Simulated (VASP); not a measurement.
# Si2Ni in VASP: single point with PBE+D3(BJ)

Aim: the single point of Si2Ni with PBE+D3(BJ).

Everything below comes from runs of VASP 6.6.1. Logs are shortened: lines on timing, memory, paths and dates and some standing lists are left out, and cuts for length are marked.

## (1) The cell of the first run

The cell holds a slab with vacuum, 6 atoms: a = 3.805 Å, b = 3.805 Å, c = 18.660 Å, α = 90.00°, β = 90.00°, γ = 120.00°.

## (2) Single point, PBE+D3(BJ)

INCAR

```
SYSTEM = Si2Ni
PREC = Accurate
ENCUT = 520
EDIFF = 1E-7
ISMEAR = 0
SIGMA = 0.1
LREAL = .False.
LASPH = .True.
NELM = 60
ALGO = Normal
ISIF = 2
LWAVE = .False.
LCHARG = .False.
LDIPOL = .True.
IDIPOL = 3
DIPOL = 0.5 0.5 0.499
GGA = PE
IVDW = 12
NBANDS = 27
```

KPOINTS

```
Automatic mesh
0
Gamma
  9 9 1
  0 0 0
```

POSCAR

```
Si2Ni
1.0
    3.8050033500      0.0000000000      0.0000000000
   -1.9025016750      3.2952295626      0.0000000000
    0.0000000000      0.0000000000     18.6601583385
Si Ni
4 2
Direct
    0.0000000000      0.0000000000      0.3751307933
    0.3333333333      0.6666666667      0.4583769311
    0.6666666667      0.3333333333      0.5419314886
    0.0000000000      0.0000000000      0.6193794141
    0.6666666667      0.3333333333      0.4167538622
    0.3333333333      0.6666666667      0.5819847336
```

Potentials or basis: VASP PAW PBE potentials, release 64 (Si, Ni).

Started as:

```bash
$ cat potpaw_PBE.64/Si/POTCAR potpaw_PBE.64/Ni/POTCAR > POTCAR
$ mpirun -np 1 vasp_std > vasp.out
```

OUTCAR:

```text
SYSTEM = Si2Ni
   PREC = Accurate
   ENCUT = 520
   EDIFF = 1E-7
   ISMEAR = 0
   LREAL = .False.
   LASPH = .True.
   NELM = 60
   ISIF = 2
   GGA = PE
   IVDW = 12
 IVDW          = 12

 ion  position               nearest neighbor table
   1  0.000  0.000  0.375-   5 2.33   5 2.33   5 2.33   2 2.69   2 2.69   2 2.69
   2  0.333  0.667  0.458-   6 2.31   5 2.33   5 2.33   5 2.33   1 2.69   1 2.69   1 2.69   3 2.69
                             3 2.69   3 2.69
   3  0.667  0.333  0.542-   6 2.32   6 2.32   6 2.32   5 2.34   4 2.63   4 2.63   4 2.63   2 2.69
                             2 2.69   2 2.69
   4  0.000  0.000  0.619-   6 2.30   6 2.30   6 2.30   3 2.63   3 2.63   3 2.63
   5  0.667  0.333  0.417-   1 2.33   2 2.33   2 2.33   1 2.33   1 2.33   2 2.33   3 2.34
   6  0.333  0.667  0.582-   4 2.30   4 2.30   4 2.30   2 2.31   3 2.32   3 2.32   3 2.32

  LATTYP: Found a hexagonal cell.
 ALAT       =     3.8050033500
 C/A-ratio  =     4.9041108830

  Lattice vectors:

 A1 = (   3.8050033500,   0.0000000000,   0.0000000000)
 A2 = (  -1.9025016750,   3.2952295626,   0.0000000000)
 A3 = (   0.0000000000,   0.0000000000,  18.6601583385)

Analysis of symmetry for initial positions (statically):
=====================================================================
 Subroutine PRICEL returns:
 Original cell was already a primitive cell.

 Routine SETGRP: Setting up the symmetry group for a
 hexagonal supercell.

 Subroutine GETGRP returns: Found  6 space group operations
 (whereof  6 operations were pure point group operations)
 out of a pool of 24 trial point group operations.

The static configuration has the point symmetry C_3v.

Analysis of symmetry for dynamics (positions and initial velocities):
=====================================================================
 Subroutine PRICEL returns:
 Original cell was already a primitive cell.

 Routine SETGRP: Setting up the symmetry group for a
 hexagonal supercell.

 Subroutine GETGRP returns: Found  6 space group operations
 (whereof  6 operations were pure point group operations)
 out of a pool of 24 trial point group operations.

The dynamic configuration has the point symmetry C_3v.

 Subroutine INISYM returns: Found  6 space group operations
 (whereof  6 operations are pure point group operations),
 and found     1 'primitive' translations

----------------------------------------------------------------------------------------

                                     Primitive cell

  volume of cell :     233.9678

  direct lattice vectors                    reciprocal lattice vectors
     3.805003350  0.000000000  0.000000000     0.262811858  0.151734497  0.000000000
[... 96 lines left out ...]
   ISMEAR =     0;   SIGMA  =   0.10  broadening in eV -4-tet -1-fermi 0-gaus
   EFERMI_NEDOS =   21; number of points for ismear=-14 and -15
   IALGO  =     38    algorithm
   IMIX   =      4    mixing-type and parameters
     AMIX     =   0.40;   BMIX     =  1.00
     AMIX_MAG =   1.60;   BMIX_MAG =  1.00
  volume/ion in A,a.u.               =      38.99       263.15
  Fermi-wavevector in a.u.,A,eV,Ry     =   0.877251  1.657763 10.470616  0.769569
  Thomas-Fermi vector in A             =   1.997173
   LORBIT       =      0    0 simple, 1 ext, 2 COOP (PROOUT), +10 PAW based schemes
   GGA     = PE    functional components
   LHFCALC =     F    Hartree Fock is set to
   AEXX    =    0.0000 exact exchange contribution
   IVDW    =    12    specifies the selected vdW correction
   LEPSILON=     F    determine dielectric tensor
   LRPA    =     F    only Hartree local field effects (RPA)
 non-spin polarized calculation
 Gauss-broadening in eV      SIGMA  =   0.10
  energy-cutoff  :      520.00
  volume of cell :      233.97
 maximum number of plane-waves:      6351
   NGX = 15   NGY = 15   NGZ = 69

 dipolmoment           0.000000      0.000000     -0.006124 electrons x Angstroem

 number of electron      36.0000002 magnetization

 dipolmoment           0.000000      0.000000      0.000363 electrons x Angstroem

 Free energy of the ion-electron system (eV)
  ---------------------------------------------------
  ext. energy  EPLUGINS =         0.00000000
  ---------------------------------------------------
  free energy    TOTEN  =       -33.05086416 eV

  energy without entropy =      -33.03172417  energy(sigma->0) =      -33.04129416

 E-fermi :   0.4076     XC(G=0):  -4.8680

 val. band max:        0.3364532669   @ k =   0.3333   0.2222   0.0000
 cond. band min:       0.4390894059   @ k =   0.0000   0.0000   0.0000
 fundamental gap:      0.1026361389
 Fermi energy:         0.4076075845

 k-point     1 :       0.0000    0.0000    0.0000
  band No.  band energies     occupation
      1     -12.5905      2.00000
      2     -10.5840      2.00000
      3      -7.1965      2.00000
      4      -4.3313      2.00000
      5      -4.3313      2.00000
      6      -3.9919      2.00000
[... 349 lines left out ...]
     26       6.6314      0.00000
     27       7.0014      0.00000

------------------------ aborting loop because EDIFF is reached ----------------------------------------

 vacuum level on the upper side and lower side of the slab       (xc-potential included)        -0.092        -0.099

 Edisp (eV)   -1.81393

 E8    (eV) :    -0.7992

  FORCE on cell =-STRESS in cart. coord.  units (eV):
  Direction    XX          YY          ZZ          XY          YZ          ZX
  --------------------------------------------------------------------------------------
  -------------------------------------------------------------------------------------
  Total      -1.92793    -1.92793    -0.76837     0.00000     0.00000    -0.00000
  in kB     -13.20220   -13.20220    -5.26172     0.00000     0.00000    -0.00000
  external pressure =      -10.56 kB  Pullay stress =        0.00 kB

 VOLUME and BASIS-vectors are now :
 -----------------------------------------------------------------------------
  energy-cutoff  :      520.00
  volume of cell :      233.97
      direct lattice vectors                 reciprocal lattice vectors
     3.805003350  0.000000000  0.000000000     0.262811858  0.151734497  0.000000000
    -1.902501675  3.295229563  0.000000000     0.000000000  0.303468994  0.000000000
     0.000000000  0.000000000 18.660158339     0.000000000  0.000000000  0.053590113

 POSITION                                       TOTAL-FORCE (eV/Angst)
 -----------------------------------------------------------------------------------
      0.00000      0.00000      7.00000         0.000000      0.000000      0.516544
     -0.00000      2.19682      8.55339        -0.000000      0.000000     -0.576756
      1.90250      1.09841     10.11253         0.000000     -0.000000      0.024427
      0.00000      0.00000     11.55772         0.000000      0.000000      0.009945
      1.90250      1.09841      7.77669         0.000000     -0.000000      0.020396
     -0.00000      2.19682     10.85993        -0.000000     -0.000000      0.005445
 -----------------------------------------------------------------------------------
    total drift:                               -0.000000     -0.000001     -0.001877

  FREE ENERGIE OF THE ION-ELECTRON SYSTEM (eV)
  ---------------------------------------------------
  free  energy   TOTEN  =       -34.8647937645 eV

  energy  without entropy=      -34.8456537677  energy(sigma->0) =      -34.85522377

 vacuum level on the upper side and lower side of the slab         4.876         4.871
```

OSZICAR:

```text
N       E                     dE             d eps       ncg     rms          rms(c)
DAV:   1     0.209843326374E+03    0.20984E+03   -0.13854E+04   648   0.111E+03
DAV:   2    -0.194655652069E+02   -0.22931E+03   -0.21922E+03   735   0.257E+02
DAV:   3    -0.366841119851E+02   -0.17219E+02   -0.16879E+02   805   0.869E+01
[... 19 lines left out ...]
DAV:  23    -0.330508591852E+02   -0.13600E-04   -0.13589E-06   805   0.136E-02    0.544E-04
DAV:  24    -0.330508624809E+02   -0.32957E-05   -0.19410E-07   611   0.197E-03    0.463E-04
DAV:  25    -0.330508639346E+02   -0.14537E-05   -0.71175E-08   585   0.210E-03    0.144E-04
DAV:  26    -0.330508641230E+02   -0.18845E-06   -0.75840E-09   601   0.729E-04    0.145E-04
DAV:  27    -0.330508641634E+02   -0.40372E-07   -0.19580E-09   550   0.348E-04
   1 F= -.34864794E+02 E0= -.34855224E+02  d E =-.191400E-01
```

stdout:

```text
POSCAR found type information on POSCAR SiNi
 POSCAR found :  2 types and       6 ions
 scaLAPACK will be used
 LDA part: xc-table for (Slater+PW92), standard interpolation
 POSCAR, INCAR and KPOINTS ok, starting setup
 FFT: planning ... GRIDC
 FFT: planning ... GRID_SOFT
 FFT: planning ... GRID
 WAVECAR not read
 entering main loop
```

Run time: 3.1 min. Hardware: 1 thread of Intel Xeon Platinum 8259CL at 2.50GHz (Skylake/Cascade Lake), shared host; peak memory 0.35 GiB.

Results:

- Free energy: -34.8648 eV
- Largest force: 0.577 eV/Å
- Band gap on the k mesh: zero (band 18 reaches 1.93 eV, above the bottom of band 19 at -0.15 eV)
- Dispersion energy per atom: -0.302 eV

Forces in eV/Å, atoms in the order of the input:
```
Si   0.000  0.000  0.517
Si   0.000  0.000 -0.577
Si   0.000  0.000  0.024
Si   0.000  0.000  0.010
Ni   0.000  0.000  0.020
Ni   0.000  0.000  0.005
```

Spin polarisation is off, so any magnetic state and its effect on volume and gap are missing.
